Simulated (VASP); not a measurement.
# TiMnB4 (P6/mmm) in VASP: single point with LDA

Aim: the single point of TiMnB4 with LDA.

Everything below comes from runs of VASP 6.6.1. Logs are shortened: lines on timing, memory, paths and dates and some standing lists are left out, and cuts for length are marked.

### Step 1. The cell of the first run

The structure is hexagonal, space group P6/mmm (No. 191). The conventional cell has a = 3.025 Å, b = 3.025 Å, c = 6.134 Å, α = 90.00°, β = 90.00°, γ = 120.00°. Within 3.1 Å of Ti (site symmetry 6/mmm) lie 12 B at 2.36 Å and 6 Ti at 3.02 Å and 2 Mn at 3.07 Å. Within 3.1 Å of Mn (site symmetry 6/mmm) lie 12 B at 2.29 Å and 6 Mn at 3.02 Å and 2 Ti at 3.07 Å. B (site symmetry 3m) has 3 B at 1.75 Å and 3 Mn at 2.29 Å and 3 Ti at 2.36 Å within 2.4 Å.

### Step 2. Single point, LDA, collinear spin, ferromagnetic start

File POSCAR:

```
TiMnB4
1.0
    3.0246488010      0.0000000000      0.0000000000
   -1.5123244005      2.6194226992      0.0000000000
    0.0000000000      0.0000000000      6.1339488000
Ti Mn B
1 1 4
Direct
    0.0000000000      0.0000000000      0.0000000000
    0.0000000000      0.0000000000      0.5000000000
    0.3333333333      0.6666666667      0.7415450000
    0.6666666667      0.3333333333      0.7415450000
    0.3333333333      0.6666666667      0.2584550000
    0.6666666667      0.3333333333      0.2584550000
```

File INCAR.step1:

```
SYSTEM = TiMnB4
  PREC = Accurate
  ENCUT = 520
  EDIFF = 1E-6
  ISMEAR = 0
  SIGMA = 0.1
  LREAL = .FALSE.
  LASPH = .TRUE.
  NELM = 150
  ALGO = Normal
  ISIF = 2
  LWAVE = .FALSE.
  LCHARG = .TRUE.
  ISPIN = 2
  MAGMOM = 0 2.51 0 0 0 0
  LMAXMIX = 4
  GGA = CA
  NBANDS = 32
```

File KPOINTS.step1:

```
Automatic mesh
0
G
  12 12 6
  0 0 0
```

File INCAR.step2:

```
SYSTEM = TiMnB4
  PREC = Accurate
  ENCUT = 520
  EDIFF = 1E-6
  ISMEAR = -5
  SIGMA = 0.1
  LREAL = .FALSE.
  LASPH = .TRUE.
  NELM = 150
  ALGO = Normal
  ISIF = 2
  LWAVE = .FALSE.
  LCHARG = .FALSE.
  ISPIN = 2
  MAGMOM = 0 2.51 0 0 0 0
  LORBIT = 11
  LMAXMIX = 4
  GGA = CA
  NEDOS = 1001
  ICHARG = 11
```

File KPOINTS.step2:

```
Automatic mesh
0
G
  18 18 9
  0 0 0
```

Potentials or basis: VASP PAW LDA potentials, release 64 (Ti_sv, Mn_pv, B).

Launch:

```
cat potpaw_LDA.64/Ti_sv/POTCAR potpaw_LDA.64/Mn_pv/POTCAR potpaw_LDA.64/B/POTCAR > POTCAR
cp INCAR.step1 INCAR
cp KPOINTS.step1 KPOINTS
mpirun -np 1 vasp_std > vasp.out
cp INCAR.step2 INCAR
cp KPOINTS.step2 KPOINTS
mpirun -np 1 vasp_std > vasp.out
```

OUTCAR:

```text
SYSTEM = TiMnB4
   PREC = Accurate
   ENCUT = 520
   EDIFF = 1E-6
   ISMEAR = -5
   LREAL = .FALSE.
   LASPH = .TRUE.
   NELM = 150
   ISIF = 2
   ISPIN = 2
   LORBIT = 11
   GGA = CA
   ICHARG = 11

 ion  position               nearest neighbor table
   1  0.000  0.000  0.000-   3 2.36   4 2.36   5 2.36   6 2.36   4 2.36   6 2.36   3 2.36   5 2.36
                             4 2.36   6 2.36   3 2.36   5 2.36
   2  0.000  0.000  0.500-   3 2.29   4 2.29   5 2.29   6 2.29   4 2.29   6 2.29   3 2.29   5 2.29
                             4 2.29   6 2.29   3 2.29   5 2.29
   3  0.333  0.667  0.742-   4 1.75   4 1.75   4 1.75   2 2.29   2 2.29   2 2.29   1 2.36   1 2.36
                             1 2.36
   4  0.667  0.333  0.742-   3 1.75   3 1.75   3 1.75   2 2.29   2 2.29   2 2.29   1 2.36   1 2.36
                             1 2.36
   5  0.333  0.667  0.258-   6 1.75   6 1.75   6 1.75   2 2.29   2 2.29   2 2.29   1 2.36   1 2.36
                             1 2.36
   6  0.667  0.333  0.258-   5 1.75   5 1.75   5 1.75   2 2.29   2 2.29   2 2.29   1 2.36   1 2.36
                             1 2.36

  LATTYP: Found a hexagonal cell.
 ALAT       =     3.0246488010
 C/A-ratio  =     2.0279871164

  Lattice vectors:

 A1 = (   3.0246488010,   0.0000000000,   0.0000000000)
 A2 = (  -1.5123244005,   2.6194226992,   0.0000000000)
 A3 = (   0.0000000000,   0.0000000000,   6.1339488000)

Analysis of symmetry for initial positions (statically):
=====================================================================
 Subroutine PRICEL returns:
 Original cell was already a primitive cell.

 Routine SETGRP: Setting up the symmetry group for a
 hexagonal supercell.

 Subroutine GETGRP returns: Found 24 space group operations
 (whereof 24 operations were pure point group operations)
 out of a pool of 24 trial point group operations.

The static configuration has the point symmetry D_6h.

Analysis of symmetry for dynamics (positions and initial velocities):
=====================================================================
 Subroutine PRICEL returns:
 Original cell was already a primitive cell.

 Routine SETGRP: Setting up the symmetry group for a
 hexagonal supercell.

 Subroutine GETGRP returns: Found 24 space group operations
 (whereof 24 operations were pure point group operations)
 out of a pool of 24 trial point group operations.

The dynamic configuration has the point symmetry D_6h.

Analysis of structural, dynamic, and magnetic symmetry:
=====================================================================
 Subroutine PRICEL returns:
 Original cell was already a primitive cell.

 Routine SETGRP: Setting up the symmetry group for a
 hexagonal supercell.

 Subroutine GETGRP returns: Found 24 space group operations
 (whereof 24 operations were pure point group operations)
 out of a pool of 24 trial point group operations.

The overall configuration has the point symmetry D_6h.

 Subroutine INISYM returns: Found 24 space group operations
 (whereof 24 operations are pure point group operations),
 and found     1 'primitive' translations

----------------------------------------------------------------------------------------

                                     Primitive cell

  volume of cell :      48.5983

  direct lattice vectors                    reciprocal lattice vectors
     3.024648801  0.000000000  0.000000000     0.330616897  0.190881754  0.000000000
    -1.512324401  2.619422699  0.000000000     0.000000000  0.381763509  0.000000000
     0.000000000  0.000000000  6.133948800     0.000000000  0.000000000  0.163027119

  length of vectors
     3.024648801  3.024648801  6.133948800     0.381763509  0.381763509  0.163027119

  position of ions in fractional coordinates (direct lattice)
     0.000000000  0.000000000  0.000000000
     0.000000000  0.000000000  0.500000000
     0.333333333  0.666666667  0.741545000
     0.666666667  0.333333333  0.741545000
     0.333333333  0.666666667  0.258455000
     0.666666667  0.333333333  0.258455000
[... 42 lines left out ...]
  0.111111  0.000000  0.000000      6.000000
  0.166667  0.000000  0.000000      6.000000
  0.222222  0.000000  0.000000      6.000000
  0.277778  0.000000  0.000000      6.000000
[... 16 lines left out ...]
  0.333333  0.111111  0.000000     12.000000
  0.388889  0.111111  0.000000     12.000000
 [... further k-points ...]
   k-points           NKPTS =    185   k-points in BZ     NKDIM =    185   number of bands    NBANDS=     23
   number of dos      NEDOS =   1001   number of ions     NIONS =      6
   total plane-waves  NPLWV =  27648
   dimension x,y,z NGX =    24 NGY =   24 NGZ =   48
   dimension x,y,z NGXF=    48 NGYF=   48 NGZF=   96
   ions per type =               1   1   4
   NGX,Y,Z   is equivalent  to a cutoff of  13.19, 13.19, 13.01 a.u.
   NGXF,Y,Z  is equivalent  to a cutoff of  26.38, 26.38, 26.02 a.u.
 SYSTEM =  TiMnB4
   PREC   = accura    normal or accurate (medium, high low for compatibility)
   ISTART =      0    job   : 0-new  1-cont  2-samecut
   ICHARG =     11    charge: 1-file 2-atom 10-const
   ISPIN  =      2    spin polarized calculation?
   LNONCOLLINEAR =      F non collinear calculations
   LSORBIT =      F    spin-orbit coupling
   LASPH  =      T    aspherical Exc in radial PAW
   ENCUT  =  520.0 eV  38.22 Ry    6.18 a.u.   5.62  5.62 11.41*2*pi/ulx,y,z
   NELM   =    150;   NELMIN=  2; NELMDL=  0     # of ELM steps
   EDIFF  = 0.1E-05   stopping-criterion for ELM
   LREAL  =      F    real-space projection
   EDIFFG = 0.1E-04   stopping-criterion for IOM
   NSW    =      0    number of steps for IOM
   IBRION =     -1    ionic relax: 0-MD 1-quasi-New 2-CG
   NFREE  =      0    steps in history (QN), initial steepest desc. (CG)
   ISIF   =      2    stress and relaxation
   ISYM   =      2    0-nonsym 1-usesym 2-fastsym
   POTIM  = 0.5000    time-step for ionic-motion
   TEBEG  =    0.0;   TEEND  =   0.0 temperature during run
   PSTRESS=    0.0 pullay stress
   NELECT =      37.0000    total number of electrons
   NUPDOWN=      -1.0000    fix difference up-down
   EMIN   =  10.00;   EMAX   =-10.00  energy-range for DOS
   EFERMI =   0.00;   METHOD = LEGACY
   ISMEAR =    -5;   SIGMA  =   0.10  broadening in eV -4-tet -1-fermi 0-gaus
   EFERMI_NEDOS =   21; number of points for ismear=-14 and -15
   IALGO  =     38    algorithm
   IMIX   =      4    mixing-type and parameters
     AMIX     =   0.40;   BMIX     =  1.00
     AMIX_MAG =   1.60;   BMIX_MAG =  1.00
  volume/ion in A,a.u.               =       8.10        54.66
  Fermi-wavevector in a.u.,A,eV,Ry     =   1.494865  2.824884 30.403851  2.234620
  Thomas-Fermi vector in A             =   2.607083
   LORBIT       =     11    0 simple, 1 ext, 2 COOP (PROOUT), +10 PAW based schemes
   GGA     = CA    functional components
   LHFCALC =     F    Hartree Fock is set to
   AEXX    =    0.0000 exact exchange contribution
   IVDW    =     0    specifies the selected vdW correction
   LEPSILON=     F    determine dielectric tensor
   LRPA    =     F    only Hartree local field effects (RPA)
 spin polarized calculation
 Fermi weights with tetrahedron method with Bloechl corrections
  energy-cutoff  :      520.00
  volume of cell :       48.60
 maximum number of plane-waves:      1336
 NGX is ok and might be reduce to    24

 number of electron      37.0000002 magnetization       2.1551802

 Free energy of the ion-electron system (eV)
  ---------------------------------------------------
  ext. energy  EPLUGINS =         0.00000000
  ---------------------------------------------------
  free energy    TOTEN  =       -52.72655009 eV

  energy without entropy =      -52.72655009  energy(sigma->0) =      -52.72655009

 E-fermi :  10.0002     XC(G=0): -13.2008

 val. band max:       10.1328073961   @ k =   0.3333   0.3333   0.4444
 cond. band min:       9.8766372073   @ k =   0.0556   0.0000   0.0000
 fundamental gap:     -0.2561701888
 Fermi energy:        10.0002281043

 spin component 1

 k-point     1 :       0.0000    0.0000    0.0000
  band No.  band energies     occupation
      1     -46.3028      1.00000
      2     -39.0182      1.00000
      3     -38.8414      1.00000
      4     -38.8414      1.00000
      5     -23.1992      1.00000
      6     -22.7133      1.00000
[... 613 lines left out ...]
     22      12.3454      0.00000
     23      12.7118      0.00000

 [... further k-points ...]

 spin component 2

 k-point     1 :       0.0000    0.0000    0.0000
  band No.  band energies     occupation
      1     -46.3135      1.00000
      2     -37.0015      1.00000
      3     -36.7006      1.00000
      4     -36.7006      1.00000
      5     -23.2212      1.00000
      6     -22.7172      1.00000
[... 613 lines left out ...]
     22      12.7562      0.00000
     23      13.2555      0.00000

 [... further k-points ...]

------------------------ aborting loop because EDIFF is reached ----------------------------------------

  FORCE on cell =-STRESS in cart. coord.  units (eV):
  Direction    XX          YY          ZZ          XY          YZ          ZX
  --------------------------------------------------------------------------------------
  -------------------------------------------------------------------------------------
  Total       -3.6963372     -3.6963372     -4.5132036      0.0000000      0.0000000      0.0000000
  in kB     -121.8600840   -121.8600840   -148.7903691      0.0000000      0.0000000      0.0000000
  external PRESSURE =    -130.8368457 kB  Pullay stress =       0.0000000 kB

 VOLUME and BASIS-vectors are now :
 -----------------------------------------------------------------------------
  energy-cutoff  :      520.00
  volume of cell :       48.60
      direct lattice vectors                 reciprocal lattice vectors
     3.024648801  0.000000000  0.000000000     0.330616897  0.190881754  0.000000000
    -1.512324401  2.619422699  0.000000000     0.000000000  0.381763509  0.000000000
     0.000000000  0.000000000  6.133948800     0.000000000  0.000000000  0.163027119

 POSITION                                       TOTAL-FORCE (eV/Angst)
 -----------------------------------------------------------------------------------
      0.00000      0.00000      0.00000         0.000000      0.000000     -0.000000
      0.00000      0.00000      3.06697         0.000000      0.000000     -0.000000
     -0.00000      1.74628      4.54860         0.000000      0.000000     -0.116239
      1.51232      0.87314      4.54860        -0.000000     -0.000000     -0.116239
     -0.00000      1.74628      1.58535         0.000000     -0.000000      0.116239
      1.51232      0.87314      1.58535        -0.000000      0.000000      0.116239
 -----------------------------------------------------------------------------------
    total drift:                               -0.000000      0.000000      0.000000

  FREE ENERGIE OF THE ION-ELECTRON SYSTEM (eV)
  ---------------------------------------------------
  free  energy   TOTEN  =       -52.7265500906 eV

  energy  without entropy=      -52.7265500906  energy(sigma->0) =      -52.72655009

 total charge

# of ion       s       p       d       tot
------------------------------------------
    1        2.180   6.217   2.097  10.494
    2        0.280   6.345   5.269  11.894
    3        0.675   1.325   0.000   2.000
    4        0.675   1.325   0.000   2.000
    5        0.675   1.325   0.000   2.000
    6        0.675   1.325   0.000   2.000
--------------------------------------------------
tot          5.161  17.860   7.366  30.387

 magnetization (x)

# of ion       s       p       d       tot
------------------------------------------
    1       -0.001  -0.000  -0.006  -0.007
    2        0.010   0.014   2.107   2.131
    3       -0.001   0.006   0.000   0.005
    4       -0.001   0.006   0.000   0.005
    5       -0.001   0.006   0.000   0.005
    6       -0.001   0.006   0.000   0.005
--------------------------------------------------
tot          0.006   0.039   2.101   2.146
```

Run time: 7.3 min. Hardware: 1 thread of Intel Xeon 8259CL, shared host; peak memory 0.43 GiB.

What came out:

| Item | Value |
| --- | --- |
| Net moment | 2.16 μB per cell |
| Site moments | Ti -0.01; Mn +2.13; B +0.01 μB |
| Valence electrons inside the program's atomic spheres | Ti 10.49; Mn 11.89; B 2.00 |

Levels at points of the mesh, in eV from the Fermi level:
Spin up:
| k point | band 16 | band 17 | band 18 | band 19 | band 20 | band 21 | band 22 | band 23 |
| --- | --- | --- | --- | --- | --- | --- | --- | --- |
| (0.00, 0.00, 0.00) | -2.11 | -1.00 | -1.00 | -0.79 | -0.79 | 0.48 | 0.85 | 0.85 |
| (0.50, 0.00, 0.00) | -3.67 | -3.26 | -1.05 | -0.64 | -0.58 | 2.18 | 2.44 | 2.73 |
Spin down:
```
           k point  band 15  band 16  band 17  band 18  band 19  band 20
(0.00, 0.00, 0.00)    -1.21    -1.21    -0.74    -0.74    -0.17    -0.17
(0.50, 0.00, 0.00)    -3.70    -3.16    -2.63     0.44     0.92     1.27
```

Caveat: a cell with one magnetic atom can't hold antiferromagnetic order, which such compounds often take.
